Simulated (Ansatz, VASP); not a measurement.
## H2CF2 in VASP and in Ansatz

The input INCAR:

```
PREC = Accurate
ENCUT = 520
EDIFF = 1E-6
ISMEAR = 0
SIGMA = 0.1
LREAL = F
LASPH = T
NELM = 60
ALGO = Normal
ISIF = 2
LWAVE = F
LCHARG = F
LDIPOL = T
IDIPOL = 3
DIPOL = 0.5 0.5 0.640
GGA = PE
IVDW = 12
NBANDS = 18
```

File KPOINTS:

```
Automatic mesh
0
Gamma
  3 3 1
```

POSCAR

```
H2CF2
1.0
    6.3878118675      0.0000000000      0.0000000000
    0.0000000000      6.3878118675      0.0000000000
    0.0000000000      0.0000000000     24.4071650885
F C H
2 1 2
Direct
    0.1157428588     -0.2450657386      0.6934356162
    0.2556274589     -0.2500777380      0.6100678593
    0.0657290589     -0.2469174731      0.6394706802
   -0.0155064910     -0.1017253041      0.6279524716
   -0.0183213403     -0.3915069424      0.6288339640
```

Input for Ansatz:

```yaml
crystal:
  lattice:
    - [6.3878118675, 0.0, 0.0]
    - [0.0, 6.3878118675, 0.0]
    - [0.0, 0.0, 24.4071650885]
  atoms:
    - { symbol: F, position: [0.1157428588, -0.2450657386, 0.6934356162] }
    - { symbol: C, position: [0.0657290589, -0.2469174731, 0.6394706802] }
    - { symbol: F, position: [0.2556274589, -0.250077738, 0.6100678593] }
    - { symbol: H, position: [-0.015506491, -0.1017253041, 0.6279524716] }
    - { symbol: H, position: [-0.0183213403, -0.3915069424, 0.628833964] }
basis:
  ecutwfc: 420
kpoints:
  mp_grid: { grid: [3, 3, 1] }
hamiltonian:
  xc: pbe
  dispersion: d3bj
scf:
  occupations: { method: gaussian, width: 0.1 }
output:
  forces: true
  eigenvalues: true
  write_density: true
  volumetric_format: npy
efield:
  axis: 3
  dipole_correction: true
  ramp_width: 0.04
```

Alike in both runs: task single point; functional PBE; dispersion D3(BJ); k mesh 3 × 3 × 1; occupations gaussian, width 0.1 eV; no spin polarisation.

```csv
,VASP,Ansatz
version,VASP 6.6.1,Ansatz 0.2.0
potentials or method,"VASP PAW PBE potentials, release 64 (F, C, H), cutoff 520 eV","scalar-relativistic, plane waves, PAW"
valence electrons in the cell,20,20
```

|  | VASP | Ansatz | Ansatz less VASP |
| --- | --- | --- | --- |
| gap on the k mesh at the Fermi level (eV) | 7.18 | 7.17 | -0.006 |
| rms of the force components (eV/Å) | 0.340 | 0.369 | +0.0289 |
